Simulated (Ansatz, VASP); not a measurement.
# One calculation of P, two programs

```
P
1.0
     3.46100    0.00000    0.00000
     0.00000    4.43916    0.00000
     0.00000    0.00000   30.33671
P
4
Direct
  0.50000 0.91539 0.46519
  0.00000 0.58461 0.46519
  0.50000 0.08461 0.53481
  0.00000 0.41539 0.53481
```

Change from the starting cell: strain along x +0.050, atoms relaxed.

Alike in both runs: functional PBE; dispersion D3(BJ); k mesh 10 × 8 × 1; occupations gaussian, width 0.02 eV; no spin polarisation.

Ansatz relaxed the structure, and its values are those at the end. VASP's run is a single point on that final structure, the one shown.

|  | VASP | Ansatz |
| --- | --- | --- |
| version | VASP 6.6.1 | Ansatz 0.2.0 |
| potentials or method | VASP PAW PBE potentials, release 64 (P), cutoff 520 eV | scalar-relativistic, plane waves, PAW |
| valence electrons in the cell | 20 | 20 |

Ansatz gave:

| Property | Result |
| --- | --- |
| gap on the k mesh at the Fermi level (eV) | 1.00 |
| least direct gap on the mesh (eV) | 1.00 |
| rms of the force components (eV/Å) | 0.000 |

Estimate VASP's values.

gap on the k mesh at the Fermi level (eV): 1.03; least direct gap on the mesh (eV): 1.03; rms of the force components (eV/Å): 0.026.

Ansatz's warnings: stress scf threshold loose.
